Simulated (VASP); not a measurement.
# KCl (I4mm) in VASP: a series of runs

KCl is run at these levels: PBE; tasks: single point.

Everything below comes from runs of VASP 6.6.1. Logs are shortened: lines on timing, memory, paths and dates and some standing lists are left out, and cuts for length are marked.

## 1. The cell of the first run

The structure is tetragonal, space group I4mm (No. 107). The conventional cell has a = 4.463 Å, b = 4.463 Å, c = 6.312 Å, α = 90.00°, β = 90.00°, γ = 90.00°. K (site symmetry 4mm) has 6 Cl at 3.03 to 3.28 Å within 4.0 Å. Cl (site symmetry 4mm) has 6 K at 3.03 to 3.28 Å within 4.0 Å.

## 2. Single point, PBE (all K atoms moved +0.125 Å, as atom 1 along Cartesian [0 0 1])

The input, INCAR:

```
ALGO = Normal
EDIFF = 1E-6
ENCUT = 520
GGA = PE
ISIF = 2
ISMEAR = 0
LASPH = True
LCHARG = False
LREAL = False
LWAVE = False
NBANDS = 15
NELM = 80
PREC = Accurate
SIGMA = 0.05
```

The input, KPOINTS:

```
k-points
0
Gamma
  6 6 6
```

The input, POSCAR:

```
KCl
1.0
    0.0000000000      3.1561000000      3.1561000000
    3.1561000000      0.0000000000      3.1561000000
    3.1561000000      3.1561000000      0.0000000000
K Cl
1 1
Direct
    0.0198029213      0.0198029213     -0.0198029213
    0.5000000000      0.5000000000      0.5000000000
```

Potentials or basis: VASP PAW PBE potentials, release 64 (K_sv, Cl).

The run is started by

```sh
> cat potpaw_PBE.64/K_sv/POTCAR potpaw_PBE.64/Cl/POTCAR > POTCAR
> mpirun -np 1 vasp_std > vasp.out
```

OUTCAR:

```text
EDIFF = 1E-6
   ENCUT = 520
   GGA = PE
   ISIF = 2
   ISMEAR = 0
   LASPH = True
   LREAL = False
   NELM = 80
   PREC = Accurate

 ion  position               nearest neighbor table
   1  0.020  0.020  0.980-   2 3.03   2 3.16   2 3.16   2 3.16   2 3.16
   2  0.500  0.500  0.500-   1 3.03   1 3.16   1 3.16   1 3.16   1 3.16

  LATTYP: Found a face centered cubic cell.
 ALAT       =     6.3122000000

  Lattice vectors:

 A1 = (   0.0000000000,   3.1561000000,   3.1561000000)
 A2 = (   3.1561000000,   0.0000000000,   3.1561000000)
 A3 = (   3.1561000000,   3.1561000000,   0.0000000000)

Analysis of symmetry for initial positions (statically):
=====================================================================
 Subroutine PRICEL returns:
 Original cell was already a primitive cell.

 Routine SETGRP: Setting up the symmetry group for a
 face centered cubic supercell.

 Subroutine GETGRP returns: Found  8 space group operations
 (whereof  8 operations were pure point group operations)
 out of a pool of 48 trial point group operations.

The static configuration has the point symmetry C_4v.

Analysis of symmetry for dynamics (positions and initial velocities):
=====================================================================
 Subroutine PRICEL returns:
 Original cell was already a primitive cell.

 Routine SETGRP: Setting up the symmetry group for a
 face centered cubic supercell.

 Subroutine GETGRP returns: Found  8 space group operations
 (whereof  8 operations were pure point group operations)
 out of a pool of 48 trial point group operations.

The dynamic configuration has the point symmetry C_4v.

 Subroutine INISYM returns: Found  8 space group operations
 (whereof  8 operations are pure point group operations),
 and found     1 'primitive' translations

----------------------------------------------------------------------------------------

                                     Primitive cell

  volume of cell :      62.8756

  direct lattice vectors                    reciprocal lattice vectors
     0.000000000  3.156100000  3.156100000    -0.158423371  0.158423371  0.158423371
     3.156100000  0.000000000  3.156100000     0.158423371 -0.158423371  0.158423371
     3.156100000  3.156100000  0.000000000     0.158423371  0.158423371 -0.158423371

  length of vectors
     4.463399424  4.463399424  4.463399424     0.274397327  0.274397327  0.274397327

  position of ions in fractional coordinates (direct lattice)
     0.019802921  0.019802921  0.980197079
     0.500000000  0.500000000  0.500000000

  ion indices of the primitive-cell ions
   primitive index   ion index
                 1           1
                 2           2

----------------------------------------------------------------------------------------

 KPOINTS: k-points

Automatic generation of k-mesh.
 Grid dimensions read from file:
 generate k-points for:    6    6    6

 Generating k-lattice:

  Cartesian coordinates                     Fractional coordinates (reciprocal lattice)
    -0.026403895  0.026403895  0.026403895     0.166666667  0.000000000  0.000000000
     0.026403895 -0.026403895  0.026403895     0.000000000  0.166666667  0.000000000
     0.026403895  0.026403895 -0.026403895     0.000000000  0.000000000  0.166666667

  Length of vectors
     0.045732888  0.045732888  0.045732888

  Shift w.r.t. Gamma in fractional coordinates (k-lattice)
     0.000000000  0.000000000  0.000000000

 Subroutine IBZKPT returns following result:
 ===========================================

 Found     30 irreducible k-points:

 Following reciprocal coordinates:
            Coordinates               Weight
  0.000000  0.000000  0.000000      1.000000
  0.166667  0.000000  0.000000      8.000000
  0.333333  0.000000  0.000000      8.000000
  0.500000  0.000000  0.000000      4.000000
  0.166667  0.166667  0.000000      2.000000
  0.000000  0.166667  0.166667      4.000000
[... 16 lines left out ...]
  0.500000  0.333333  0.166667      8.000000
  0.166667  0.500000  0.333333      8.000000
 [... further k-points ...]
   k-points           NKPTS =     30   k-points in BZ     NKDIM =     30   number of bands    NBANDS=     15
   number of dos      NEDOS =    301   number of ions     NIONS =      2
   total plane-waves  NPLWV =  46656
   dimension x,y,z NGX =    36 NGY =   36 NGZ =   36
   dimension x,y,z NGXF=    72 NGYF=   72 NGZF=   72
   ions per type =               1   1
   NGX,Y,Z   is equivalent  to a cutoff of  13.41, 13.41, 13.41 a.u.
   NGXF,Y,Z  is equivalent  to a cutoff of  26.82, 26.82, 26.82 a.u.
 SYSTEM =  unknown system
   PREC   = accura    normal or accurate (medium, high low for compatibility)
   ISTART =      0    job   : 0-new  1-cont  2-samecut
   ICHARG =      2    charge: 1-file 2-atom 10-const
   ISPIN  =      1    spin polarized calculation?
   LNONCOLLINEAR =      F non collinear calculations
   LSORBIT =      F    spin-orbit coupling
   LASPH  =      T    aspherical Exc in radial PAW
   ENCUT  =  520.0 eV  38.22 Ry    6.18 a.u.   8.30  8.30  8.30*2*pi/ulx,y,z
   NELM   =     80;   NELMIN=  2; NELMDL= -5     # of ELM steps
   EDIFF  = 0.1E-05   stopping-criterion for ELM
   LREAL  =      F    real-space projection
   EDIFFG = 0.1E-04   stopping-criterion for IOM
   NSW    =      0    number of steps for IOM
   IBRION =     -1    ionic relax: 0-MD 1-quasi-New 2-CG
   NFREE  =      0    steps in history (QN), initial steepest desc. (CG)
   ISIF   =      2    stress and relaxation
   ISYM   =      2    0-nonsym 1-usesym 2-fastsym
   POTIM  = 0.5000    time-step for ionic-motion
   TEBEG  =    0.0;   TEEND  =   0.0 temperature during run
   PSTRESS=    0.0 pullay stress
   NELECT =      16.0000    total number of electrons
   NUPDOWN=      -1.0000    fix difference up-down
   EMIN   =  10.00;   EMAX   =-10.00  energy-range for DOS
   EFERMI =   0.00;   METHOD = LEGACY
   ISMEAR =     0;   SIGMA  =   0.05  broadening in eV -4-tet -1-fermi 0-gaus
   EFERMI_NEDOS =   21; number of points for ismear=-14 and -15
   IALGO  =     38    algorithm
   IMIX   =      4    mixing-type and parameters
     AMIX     =   0.40;   BMIX     =  1.00
     AMIX_MAG =   1.60;   BMIX_MAG =  1.00
  volume/ion in A,a.u.               =      31.44       212.15
  Fermi-wavevector in a.u.,A,eV,Ry     =   1.037419  1.960437 14.643101  1.076238
  Thomas-Fermi vector in A             =   2.171856
   LORBIT       =      0    0 simple, 1 ext, 2 COOP (PROOUT), +10 PAW based schemes
   GGA     = PE    functional components
   LHFCALC =     F    Hartree Fock is set to
   AEXX    =    0.0000 exact exchange contribution
   IVDW    =     0    specifies the selected vdW correction
   LEPSILON=     F    determine dielectric tensor
   LRPA    =     F    only Hartree local field effects (RPA)
 non-spin polarized calculation
 Gauss-broadening in eV      SIGMA  =   0.05
  energy-cutoff  :      520.00
  volume of cell :       62.88
 maximum number of plane-waves:      1711
 NGX is ok and might be reduce to    36
   NGX = 17   NGY = 17   NGZ = 17

 number of electron      16.0000002 magnetization

 Free energy of the ion-electron system (eV)
  ---------------------------------------------------
  ext. energy  EPLUGINS =         0.00000000
  ---------------------------------------------------
  free energy    TOTEN  =        -6.79617199 eV

  energy without entropy =       -6.79617199  energy(sigma->0) =       -6.79617199

 E-fermi :  -1.5835     XC(G=0):  -7.4995

 val. band max:       -1.8840289777   @ k =   0.0000   0.0000   0.0000
 cond. band min:       3.2753888458   @ k =   0.0000   0.0000   0.0000
 fundamental gap:      5.1594178235
 Fermi energy:        -1.5834602223

 k-point     1 :       0.0000    0.0000    0.0000
  band No.  band energies     occupation
      1     -29.0936      2.00000
      2     -13.9921      2.00000
      3     -12.5545      2.00000
      4     -12.5545      2.00000
      5     -12.5523      2.00000
      6      -1.8846      2.00000
      7      -1.8846      2.00000
      8      -1.8840      2.00000
      9       3.2754      0.00000
     10       6.5078      0.00000
     11       6.5137      0.00000
     12       6.5137      0.00000
     13       7.3751      0.00000
     14       7.4044      0.00000
     15      11.0277      0.00000

 k-point     2 :       0.1667    0.0000    0.0000
  band No.  band energies     occupation
      1     -29.0911      2.00000
      2     -14.0425      2.00000
      3     -12.5597      2.00000
      4     -12.5569      2.00000
      5     -12.4863      2.00000
      6      -2.1926      2.00000
      7      -1.9664      2.00000
      8      -1.9645      2.00000
      9       3.9042      0.00000
     10       6.3238      0.00000
     11       6.8394      0.00000
     12       6.8413      0.00000
     13       7.7535      0.00000
     14       7.7870      0.00000
     15      11.9138      0.00000

 k-point     3 :       0.3333    0.0000    0.0000
  band No.  band energies     occupation
      1     -29.0860      2.00000
      2     -14.1329      2.00000
      3     -12.5640      2.00000
      4     -12.5616      2.00000
      5     -12.3700      2.00000
      6      -2.6978      2.00000
      7      -2.1217      2.00000
      8      -2.1197      2.00000
      9       5.1305      0.00000
     10       6.3619      0.00000
     11       7.7387      0.00000
     12       7.7392      0.00000
     13       8.6950      0.00000
     14       8.7354      0.00000
     15      10.8812      0.00000
[... 343 lines left out ...]
 k-point    23 :       0.5000    0.3333    0.1667
  band No.  band energies     occupation
      1     -29.0828      2.00000
      2     -14.0572      2.00000
      3     -12.6137      2.00000
      4     -12.5894      2.00000
      5     -12.4409      2.00000
      6      -2.6193      2.00000
      7      -2.1867      2.00000
      8      -2.1784      2.00000
      9       5.6393      0.00000
     10       5.8906      0.00000
     11       8.0008      0.00000
     12       8.6698      0.00000
     13       8.6772      0.00000
     14       9.1325      0.00000
     15       9.9184      0.00000

 k-point    24 :       0.1667    0.5000    0.3333
  band No.  band energies     occupation
      1     -29.0828      2.00000
      2     -14.0544      2.00000
      3     -12.6134      2.00000
      4     -12.5914      2.00000
      5     -12.4419      2.00000
      6      -2.6219      2.00000
      7      -2.1870      2.00000
      8      -2.1825      2.00000
      9       5.6551      0.00000
     10       5.9062      0.00000
     11       8.0143      0.00000
     12       8.6255      0.00000
     13       8.6592      0.00000
     14       9.1832      0.00000
     15       9.8495      0.00000

 [... further k-points ...]

------------------------ aborting loop because EDIFF is reached ----------------------------------------

  FORCE on cell =-STRESS in cart. coord.  units (eV):
  Direction    XX          YY          ZZ          XY          YZ          ZX
  --------------------------------------------------------------------------------------
  -------------------------------------------------------------------------------------
  Total        0.2253394      0.2253394      0.3830824      0.0000000      0.0000000      0.0000000
  in kB        5.7420296      5.7420296      9.7615894      0.0000000      0.0000000      0.0000000
  external PRESSURE =       7.0818828 kB  Pullay stress =       0.0000000 kB

 VOLUME and BASIS-vectors are now :
 -----------------------------------------------------------------------------
  energy-cutoff  :      520.00
  volume of cell :       62.88
      direct lattice vectors                 reciprocal lattice vectors
     0.000000000  3.156100000  3.156100000    -0.158423371  0.158423371  0.158423371
     3.156100000  0.000000000  3.156100000     0.158423371 -0.158423371  0.158423371
     3.156100000  3.156100000  0.000000000     0.158423371  0.158423371 -0.158423371

 POSITION                                       TOTAL-FORCE (eV/Angst)
 -----------------------------------------------------------------------------------
      3.15610      3.15610      0.12500         0.000000      0.000000     -0.169786
      3.15610      3.15610      3.15610         0.000000      0.000000      0.169786
 -----------------------------------------------------------------------------------
    total drift:                               -0.000000     -0.000000      0.000026

  FREE ENERGIE OF THE ION-ELECTRON SYSTEM (eV)
  ---------------------------------------------------
  free  energy   TOTEN  =        -6.7961719946 eV

  energy  without entropy=       -6.7961719946  energy(sigma->0) =       -6.79617199
```

Wall time 22 s (1 thread of Intel Xeon Platinum 8488C (Sapphire Rapids), shared host); peak memory 0.2 GiB.

What came out:

- Free energy: -6.7962 eV
- Pressure: 0.7 GPa
- Largest force: 0.170 eV/Å
- Band gap on the k mesh: 5.16 eV, direct

Forces on the atoms (eV/Å):
```
K    0.000  0.000 -0.170
Cl   0.000  0.000  0.170
```

Caveat: the cell differs from its parent crystal (all K atoms moved +0.125 Å, as atom 1 along Cartesian [0 0 1]).

## 3. Single point, PBE (all K atoms moved +0.062 Å, as atom 1 along Cartesian [0 0 1])

The input, INCAR:

```
PREC     = Accurate       # precision mode
ENCUT    = 520            # plane-wave cutoff, eV
EDIFF    = 1E-7           # SCF threshold, eV
ISMEAR   = 0              # smearing method
SIGMA    = 0.05           # smearing width, eV
LREAL    = F              # projectors in reciprocal space
LASPH    = T              # aspherical terms in the spheres
NELM     = 80             # most SCF steps
ALGO     = Normal         # electronic algorithm
ISIF     = 2              # what is computed and relaxed
LWAVE    = F              # write WAVECAR
LCHARG   = F              # write CHGCAR
GGA      = PE             # functional
NBANDS   = 15             # bands
```

The input, KPOINTS:

```
Automatic mesh
0
Gamma
  6 6 6
```

POSCAR, as its differences from that of step 2:

```diff
@@ -8,3 +8,3 @@
 Direct
-    0.0198029213      0.0198029213     -0.0198029213
+    0.0099014607      0.0099014607     -0.0099014607
     0.5000000000      0.5000000000      0.5000000000
```

Potentials or basis: VASP PAW PBE potentials, release 64 (K_sv, Cl).

The run is started by

```sh
> cat potpaw_PBE.64/K_sv/POTCAR potpaw_PBE.64/Cl/POTCAR > POTCAR
> mpirun -np 1 vasp_std > vasp.out
```

Run time: 23 s. Hardware: 1 thread of Intel Xeon Platinum 8488C (Sapphire Rapids), shared host; peak memory 0.2 GiB.

The run converged. Its results:

- Free energy: -6.8040 eV
- Pressure: 0.6 GPa
- Largest force: 0.082 eV/Å
- Band gap on the k mesh: 5.16 eV, direct

Forces in eV/Å, atoms in the order of the input:
```
K    0.000  0.000 -0.082
Cl   0.000  0.000  0.082
```

Stress tensor (GPa, compression positive):
```
0.59 0.00 0.00
0.00 0.59 0.00
0.00 0.00 0.69
```

Levels at points of the mesh, in eV from the valence-band top:
| k point | band 5 | band 6 | band 7 | band 8 | band 9 | band 10 | band 11 | band 12 |
| --- | --- | --- | --- | --- | --- | --- | --- | --- |
| (0.00, 0.00, 0.00) | -10.68 | 0.00 | 0.00 | 0.00 | 5.16 | 8.38 | 8.38 | 8.38 |
| (0.50, 0.00, 0.00) | -10.44 | -1.04 | -0.32 | -0.32 | 7.56 | 8.56 | 10.49 | 10.49 |
| (0.50, 0.50, 0.00) | -10.73 | -0.65 | -0.22 | -0.22 | 6.54 | 8.31 | 9.93 | 10.23 |
| (0.00, 0.50, 0.50) | -10.73 | -0.65 | -0.22 | -0.22 | 6.55 | 8.30 | 10.02 | 10.22 |

Caveat: the cell differs from its parent crystal (all K atoms moved +0.062 Å, as atom 1 along Cartesian [0 0 1]).
